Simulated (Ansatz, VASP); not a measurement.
## One calculation of KTaO3, two programs

```
K Ta O
1.0
     3.96153    0.00000    0.00000
     0.00000    3.96153    0.00000
     0.00000    0.00000    3.96153
K Ta O
1 1 3
Direct
  0.50000 0.50000 0.50000
  0.00000 0.00000 0.00000
  0.50000 0.00000 0.00000
  0.00000 0.50000 0.00000
  0.00000 0.00000 0.50000
```

Change from the starting cell: volume scaled by 0.98.

Alike in both runs: task single point; functional PBE; k mesh 5 × 5 × 5; occupations fermi-dirac, width 0.01 eV; no spin polarisation.

|  | VASP | Ansatz |
| --- | --- | --- |
| version | VASP 6.6.1 | Ansatz 0.2.0 |
| potentials or method | VASP PAW PBE potentials, release 64 (K_sv, Ta_pv, O), cutoff 520 eV | all-electron LAPW, scalar-relativistic |

```tsv
	VASP	Ansatz	Ansatz less VASP
gap on the k mesh at the Fermi level (eV)	2.33	2.39	+0.056
pressure (GPa)	10.7	9.9	-0.73
```

Ansatz ran all-electron here, and VASP with PAW potentials.

Neither program's run includes spin-orbit coupling.
